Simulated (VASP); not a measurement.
# LiF (kk07) (Fm-3m) in VASP: a series of runs

Runs on LiF (kk07). Level: LDA. Tasks: single point, relaxation of cell and atoms.

Everything below comes from runs of VASP 6.6.1. Logs are shortened: lines on timing, memory, paths and dates and some standing lists are left out, and cuts for length are marked.

## (1) The cell of the first run

It takes space group Fm-3m (No. 225, cubic). The conventional cell has a = 3.908 Å, b = 3.908 Å, c = 3.908 Å, α = 90.00°, β = 90.00°, γ = 90.00°. Li (site symmetry m-3m) has 6 F at 1.95 Å within 2.6 Å. Within 2.6 Å of F (site symmetry m-3m) lie 6 Li at 1.95 Å.

## (2) Single point, LDA

File INCAR:

```
SYSTEM = LiF
ALGO = Normal
EDIFF = 1E-7
ENCUT = 520
ISIF = 2
ISMEAR = 0
LASPH = .True.
LCHARG = .False.
LREAL = .False.
LWAVE = .False.
NBANDS = 12
NELM = 100
PREC = Accurate
SIGMA = 0.1
```

File KPOINTS:

```
k-points
0
Gamma
  8 8 8
  0 0 0
```

File POSCAR:

```
LiF
1.0
    0.0000000000      1.9538102033      1.9538102033
    1.9538102033      0.0000000000      1.9538102033
    1.9538102033      1.9538102033      0.0000000000
Li F
1 1
Direct
    0.0000000000      0.0000000000      0.0000000000
    0.5000000000      0.5000000000      0.5000000000
```

Potentials or basis: VASP PAW LDA potentials, release 64 (Li_sv, F).

Command:

```console
$ cat potpaw_LDA.64/Li_sv/POTCAR potpaw_LDA.64/F/POTCAR > POTCAR
$ mpirun -np 1 vasp_std > vasp.out
```

OUTCAR:

```text
SYSTEM = LiF
   EDIFF = 1E-7
   ENCUT = 520
   ISIF = 2
   ISMEAR = 0
   LASPH = .True.
   LREAL = .False.
   NELM = 100
   PREC = Accurate

 ion  position               nearest neighbor table
   1  0.000  0.000  0.000-   2 1.95   2 1.95   2 1.95   2 1.95   2 1.95   2 1.95
   2  0.500  0.500  0.500-   1 1.95   1 1.95   1 1.95   1 1.95   1 1.95   1 1.95

  LATTYP: Found a face centered cubic cell.
 ALAT       =     3.9076204066

  Lattice vectors:

 A1 = (   0.0000000000,   1.9538102033,   1.9538102033)
 A2 = (   1.9538102033,   0.0000000000,   1.9538102033)
 A3 = (   1.9538102033,   1.9538102033,   0.0000000000)

Analysis of symmetry for initial positions (statically):
=====================================================================
 Subroutine PRICEL returns:
 Original cell was already a primitive cell.

 Routine SETGRP: Setting up the symmetry group for a
 face centered cubic supercell.

 Subroutine GETGRP returns: Found 48 space group operations
 (whereof 48 operations were pure point group operations)
 out of a pool of 48 trial point group operations.

The static configuration has the point symmetry O_h .

Analysis of symmetry for dynamics (positions and initial velocities):
=====================================================================
 Subroutine PRICEL returns:
 Original cell was already a primitive cell.

 Routine SETGRP: Setting up the symmetry group for a
 face centered cubic supercell.

 Subroutine GETGRP returns: Found 48 space group operations
 (whereof 48 operations were pure point group operations)
 out of a pool of 48 trial point group operations.

The dynamic configuration has the point symmetry O_h .

 Subroutine INISYM returns: Found 48 space group operations
 (whereof 48 operations are pure point group operations),
 and found     1 'primitive' translations

----------------------------------------------------------------------------------------

                                     Primitive cell

  volume of cell :      14.9168

  direct lattice vectors                    reciprocal lattice vectors
     0.000000000  1.953810203  1.953810203    -0.255910221  0.255910221  0.255910221
     1.953810203  0.000000000  1.953810203     0.255910221 -0.255910221  0.255910221
     1.953810203  1.953810203  0.000000000     0.255910221  0.255910221 -0.255910221

  length of vectors
     2.763104888  2.763104888  2.763104888     0.443249504  0.443249504  0.443249504

  position of ions in fractional coordinates (direct lattice)
     0.000000000  0.000000000  0.000000000
     0.500000000  0.500000000  0.500000000

  ion indices of the primitive-cell ions
   primitive index   ion index
                 1           1
                 2           2

----------------------------------------------------------------------------------------

 KPOINTS: k-points

Automatic generation of k-mesh.
 Grid dimensions read from file:
 generate k-points for:    8    8    8

 Generating k-lattice:

  Cartesian coordinates                     Fractional coordinates (reciprocal lattice)
    -0.031988778  0.031988778  0.031988778     0.125000000  0.000000000  0.000000000
     0.031988778 -0.031988778  0.031988778     0.000000000  0.125000000  0.000000000
     0.031988778  0.031988778 -0.031988778     0.000000000  0.000000000  0.125000000

  Length of vectors
     0.055406188  0.055406188  0.055406188

  Shift w.r.t. Gamma in fractional coordinates (k-lattice)
     0.000000000  0.000000000  0.000000000

 Subroutine IBZKPT returns following result:
 ===========================================

 Found     29 irreducible k-points:

 Following reciprocal coordinates:
            Coordinates               Weight
  0.000000  0.000000  0.000000      1.000000
  0.125000  0.000000  0.000000      8.000000
  0.250000  0.000000  0.000000      8.000000
  0.375000  0.000000  0.000000      8.000000
  0.500000  0.000000  0.000000      4.000000
  0.125000  0.125000  0.000000      6.000000
[... 16 lines left out ...]
  0.500000  0.250000  0.125000     48.000000
 -0.375000  0.250000  0.125000     24.000000
 [... further k-points ...]
   k-points           NKPTS =     29   k-points in BZ     NKDIM =     29   number of bands    NBANDS=     12
   number of dos      NEDOS =    301   number of ions     NIONS =      2
   total plane-waves  NPLWV =  13824
   dimension x,y,z NGX =    24 NGY =   24 NGZ =   24
   dimension x,y,z NGXF=    48 NGYF=   48 NGZF=   48
   ions per type =               1   1
   NGX,Y,Z   is equivalent  to a cutoff of  14.44, 14.44, 14.44 a.u.
   NGXF,Y,Z  is equivalent  to a cutoff of  28.88, 28.88, 28.88 a.u.
 SYSTEM =  LiF
   PREC   = accura    normal or accurate (medium, high low for compatibility)
   ISTART =      0    job   : 0-new  1-cont  2-samecut
   ICHARG =      2    charge: 1-file 2-atom 10-const
   ISPIN  =      1    spin polarized calculation?
   LNONCOLLINEAR =      F non collinear calculations
   LSORBIT =      F    spin-orbit coupling
   LASPH  =      T    aspherical Exc in radial PAW
   ENCUT  =  520.0 eV  38.22 Ry    6.18 a.u.   5.14  5.14  5.14*2*pi/ulx,y,z
   NELM   =    100;   NELMIN=  2; NELMDL= -5     # of ELM steps
   EDIFF  = 0.1E-06   stopping-criterion for ELM
   LREAL  =      F    real-space projection
   EDIFFG = 0.1E-05   stopping-criterion for IOM
   NSW    =      0    number of steps for IOM
   IBRION =     -1    ionic relax: 0-MD 1-quasi-New 2-CG
   NFREE  =      0    steps in history (QN), initial steepest desc. (CG)
   ISIF   =      2    stress and relaxation
   ISYM   =      2    0-nonsym 1-usesym 2-fastsym
   POTIM  = 0.5000    time-step for ionic-motion
   TEBEG  =    0.0;   TEEND  =   0.0 temperature during run
   PSTRESS=    0.0 pullay stress
   NELECT =      10.0000    total number of electrons
   NUPDOWN=      -1.0000    fix difference up-down
   EMIN   =  10.00;   EMAX   =-10.00  energy-range for DOS
   EFERMI =   0.00;   METHOD = LEGACY
   ISMEAR =     0;   SIGMA  =   0.10  broadening in eV -4-tet -1-fermi 0-gaus
   EFERMI_NEDOS =   21; number of points for ismear=-14 and -15
   IALGO  =     38    algorithm
   IMIX   =      4    mixing-type and parameters
     AMIX     =   0.40;   BMIX     =  1.00
     AMIX_MAG =   1.60;   BMIX_MAG =  1.00
  volume/ion in A,a.u.               =       7.46        50.33
  Fermi-wavevector in a.u.,A,eV,Ry     =   1.432790  2.707580 27.931215  2.052886
  Thomas-Fermi vector in A             =   2.552379
   LORBIT       =      0    0 simple, 1 ext, 2 COOP (PROOUT), +10 PAW based schemes
   GGA     = CA    functional components
   LHFCALC =     F    Hartree Fock is set to
   AEXX    =    0.0000 exact exchange contribution
   IVDW    =     0    specifies the selected vdW correction
   LEPSILON=     F    determine dielectric tensor
   LRPA    =     F    only Hartree local field effects (RPA)
 non-spin polarized calculation
 Gauss-broadening in eV      SIGMA  =   0.10
  energy-cutoff  :      520.00
  volume of cell :       14.92
 maximum number of plane-waves:       415
 NGX is ok and might be reduce to    24
   NGX = 11   NGY = 11   NGZ = 11

 number of electron      10.0000006 magnetization

 Free energy of the ion-electron system (eV)
  ---------------------------------------------------
  ext. energy  EPLUGINS =         0.00000000
  ---------------------------------------------------
  free energy    TOTEN  =       -10.50020989 eV

  energy without entropy =      -10.50020989  energy(sigma->0) =      -10.50020989

 E-fermi :  -0.0460     XC(G=0): -11.1314

 val. band max:       -0.7018289322   @ k =   0.0000   0.0000   0.0000
 cond. band min:       8.9976187522   @ k =   0.0000   0.0000   0.0000
 fundamental gap:      9.6994476844
 Fermi energy:        -0.0459657819

 k-point     1 :       0.0000    0.0000    0.0000
  band No.  band energies     occupation
      1     -40.2951      2.00000
      2     -20.5340      2.00000
      3      -0.7018      2.00000
      4      -0.7018      2.00000
      5      -0.7018      2.00000
      6       8.9976      0.00000
      7      23.9397      0.00000
      8      23.9397      0.00000
      9      23.9397      0.00000
     10      24.1012      0.00000
     11      24.1012      0.00000
     12      24.1012      0.00000

 k-point     2 :       0.1250    0.0000    0.0000
  band No.  band energies     occupation
      1     -40.2800      2.00000
      2     -20.4636      2.00000
      3      -1.1904      2.00000
      4      -0.7429      2.00000
      5      -0.7429      2.00000
      6       9.4127      0.00000
      7      20.2638      0.00000
      8      22.1254      0.00000
      9      22.1254      0.00000
     10      25.5754      0.00000
     11      25.5754      0.00000
     12      25.6217      0.00000

 k-point     3 :       0.2500    0.0000    0.0000
  band No.  band energies     occupation
      1     -40.2441      2.00000
      2     -20.2881      2.00000
      3      -2.2476      2.00000
      4      -0.8385      2.00000
      5      -0.8385      2.00000
      6      10.0952      0.00000
      7      17.6372      0.00000
      8      20.2030      0.00000
      9      20.2030      0.00000
     10      27.1742      0.00000
     11      27.5519      0.00000
     12      27.5519      0.00000
[... 286 lines left out ...]
 k-point    23 :       0.5000    0.2500    0.1250
  band No.  band energies     occupation
      1     -40.1913      2.00000
      2     -19.9381      2.00000
      3      -3.1345      2.00000
      4      -2.0244      2.00000
      5      -1.1841      2.00000
      6      11.9210      0.00000
      7      15.5687      0.00000
      8      18.7640      0.00000
      9      19.4302      0.00000
     10      25.7154      0.00000
     11      30.7636      0.00000
     12      33.4563      0.00000

 k-point    24 :      -0.3750    0.2500    0.1250
  band No.  band energies     occupation
      1     -40.1797      2.00000
      2     -19.8594      2.00000
      3      -3.3886      2.00000
      4      -2.1592      2.00000
      5      -1.2617      2.00000
      6      12.0251      0.00000
      7      15.4448      0.00000
      8      18.6003      0.00000
      9      19.1696      0.00000
     10      27.8338      0.00000
     11      28.9465      0.00000
     12      34.8401      0.00000

 [... further k-points ...]
[... 5 lines left out ...]
  --------------------------------------------------------------------------------------
  -------------------------------------------------------------------------------------
  Total       -0.0164521     -0.0164521     -0.0164521      0.0000000      0.0000000      0.0000000
  in kB       -1.7670698     -1.7670698     -1.7670698      0.0000000      0.0000000      0.0000000
  external PRESSURE =      -1.7670698 kB  Pullay stress =       0.0000000 kB

 VOLUME and BASIS-vectors are now :
 -----------------------------------------------------------------------------
  energy-cutoff  :      520.00
  volume of cell :       14.92
      direct lattice vectors                 reciprocal lattice vectors
     0.000000000  1.953810203  1.953810203    -0.255910221  0.255910221  0.255910221
     1.953810203  0.000000000  1.953810203     0.255910221 -0.255910221  0.255910221
     1.953810203  1.953810203  0.000000000     0.255910221  0.255910221 -0.255910221

 POSITION                                       TOTAL-FORCE (eV/Angst)
 -----------------------------------------------------------------------------------
      0.00000      0.00000      0.00000        -0.000000      0.000000      0.000000
      1.95381      1.95381      1.95381         0.000000      0.000000     -0.000000
 -----------------------------------------------------------------------------------
    total drift:                               -0.000000     -0.000000      0.000000

  FREE ENERGIE OF THE ION-ELECTRON SYSTEM (eV)
  ---------------------------------------------------
  free  energy   TOTEN  =       -10.5002098851 eV

  energy  without entropy=      -10.5002098851  energy(sigma->0) =      -10.50020989
```

Wall time 6.5 s (1 thread of Intel Xeon Platinum 8259CL at 2.50GHz (Skylake/Cascade Lake), shared host); peak memory 0.12 GiB.

What came out:

```
Free energy            : -10.5002 eV
Band gap on the k mesh : 9.70 eV, direct
```

Caveat: the cutoff is under 1.25 times the usual one of these potentials, so pressure, stress and relaxed cells hold a basis-set (Pulay) error. A k mesh can miss the band edges.

## (3) Single point, LDA

This run uses another cell than the first one, of 8.51 Å³/atom, 1.141 times its volume.

File INCAR:

```
  ALGO = Normal
  EDIFF = 1E-7
  ENCUT = 520
  GGA = CA
  ISIF = 2
  ISMEAR = 0
  LASPH = T
  LCHARG = F
  LREAL = F
  LWAVE = F
  NBANDS = 12
  NELM = 60
  PREC = Accurate
  SIGMA = 0.1
```

File KPOINTS:

```
k-points
0
Gamma
  8 8 8
```

File POSCAR:

```
LiF
1.0
    0.0000000000      2.0417135700      2.0417135700
    2.0417135700      0.0000000000      2.0417135700
    2.0417135700      2.0417135700      0.0000000000
Li F
1 1
Direct
    0.0000000000      0.0000000000      0.0000000000
    0.5000000000      0.5000000000      0.5000000000
```

Potentials or basis: VASP PAW LDA potentials, release 64 (Li_sv, F).

Command:

```console
$ cat potpaw_LDA.64/Li_sv/POTCAR potpaw_LDA.64/F/POTCAR > POTCAR
$ mpirun -np 1 vasp_std > vasp.out
```

OUTCAR:

```text
EDIFF = 1E-7
   ENCUT = 520
   GGA = CA
   ISIF = 2
   ISMEAR = 0
   LASPH = T
   LREAL = F
   NELM = 60
   PREC = Accurate

 ion  position               nearest neighbor table
   1  0.000  0.000  0.000-   2 2.04   2 2.04   2 2.04   2 2.04   2 2.04   2 2.04
   2  0.500  0.500  0.500-   1 2.04   1 2.04   1 2.04   1 2.04   1 2.04   1 2.04

  LATTYP: Found a face centered cubic cell.
 ALAT       =     4.0834271400

  Lattice vectors:

 A1 = (   0.0000000000,   2.0417135700,   2.0417135700)
 A2 = (   2.0417135700,   0.0000000000,   2.0417135700)
[... 539 lines left out ...]
      7      13.4293      0.00000
      8      16.5788      0.00000
      9      16.7637      0.00000
     10      25.0776      0.00000
     11      26.1234      0.00000
     12      31.4669      0.00000

 [... further k-points ...]
[... 5 lines left out ...]
  --------------------------------------------------------------------------------------
  -------------------------------------------------------------------------------------
  Total       -0.9440111     -0.9440111     -0.9440111      0.0000000      0.0000000      0.0000000
  in kB      -88.8532371    -88.8532371    -88.8532371      0.0000000      0.0000000      0.0000000
  external PRESSURE =     -88.8532371 kB  Pullay stress =       0.0000000 kB

 VOLUME and BASIS-vectors are now :
 -----------------------------------------------------------------------------
  energy-cutoff  :      520.00
  volume of cell :       17.02
      direct lattice vectors                 reciprocal lattice vectors
     0.000000000  2.041713570  2.041713570    -0.244892333  0.244892333  0.244892333
     2.041713570  0.000000000  2.041713570     0.244892333 -0.244892333  0.244892333
     2.041713570  2.041713570  0.000000000     0.244892333  0.244892333 -0.244892333

 POSITION                                       TOTAL-FORCE (eV/Angst)
 -----------------------------------------------------------------------------------
      0.00000      0.00000      0.00000         0.000000      0.000000      0.000000
      2.04171      2.04171      2.04171        -0.000000     -0.000000     -0.000000
 -----------------------------------------------------------------------------------
    total drift:                               -0.000000     -0.000000      0.000000

  FREE ENERGIE OF THE ION-ELECTRON SYSTEM (eV)
  ---------------------------------------------------
  free  energy   TOTEN  =       -10.4403042817 eV

  energy  without entropy=      -10.4403042817  energy(sigma->0) =      -10.44030428
```

OSZICAR:

```text
N       E                     dE             d eps       ncg     rms          rms(c)
DAV:   1     0.274486370104E+02    0.27449E+02   -0.53440E+03   744   0.846E+02
DAV:   2    -0.996385304209E+01   -0.37412E+02   -0.36754E+02   840   0.179E+02
DAV:   3    -0.109277517789E+02   -0.96390E+00   -0.96132E+00   924   0.249E+01
DAV:   4    -0.109371884597E+02   -0.94367E-02   -0.94362E-02   804   0.257E+00
DAV:   5    -0.109372862953E+02   -0.97836E-04   -0.97835E-04   908   0.179E-01    0.424E+00
DAV:   6    -0.104582889109E+02    0.47900E+00   -0.23620E+00   756   0.918E+00    0.139E+00
DAV:   7    -0.104462769902E+02    0.12012E-01   -0.15618E-02   980   0.108E+00    0.802E-01
DAV:   8    -0.104403159063E+02    0.59611E-02   -0.10019E-02   972   0.104E+00    0.996E-02
DAV:   9    -0.104402869258E+02    0.28981E-04   -0.61068E-04   796   0.225E-01    0.372E-02
DAV:  10    -0.104403046820E+02   -0.17756E-04   -0.32508E-05   812   0.402E-02    0.592E-03
DAV:  11    -0.104403042872E+02    0.39473E-06   -0.13147E-06   896   0.115E-02    0.150E-03
DAV:  12    -0.104403042817E+02    0.55435E-08   -0.27971E-07   844   0.427E-03
   1 F= -.10440304E+02 E0= -.10440304E+02  d E =-.185384E-10
```

stdout:

```text
POSCAR found type information on POSCAR LiF
 POSCAR found :  2 types and       2 ions
 scaLAPACK will be used
 LDA part: xc-table for (Slater(with rela. corr.)+CA(PZ))
 , standard interpolation
 POSCAR, INCAR and KPOINTS ok, starting setup
 FFT: planning ... GRIDC
 FFT: planning ... GRID_SOFT
 FFT: planning ... GRID
 WAVECAR not read
 entering main loop
```

Wall time 8 s (1 thread of Intel Xeon Platinum 8259CL at 2.50GHz (Skylake/Cascade Lake), shared host); peak memory 0.12 GiB.

Results:

```yaml
Free_energy: -10.4403 eV
Band_gap_on_the_k_mesh: 8.48 eV, direct
```

Caveat: the cutoff is under 1.25 times the usual one of these potentials, so pressure, stress and relaxed cells hold a basis-set (Pulay) error. Expect the measured gap to be larger: semilocal functionals such as LDA lack the derivative discontinuity.

(Part 1 of 2 ends here.)
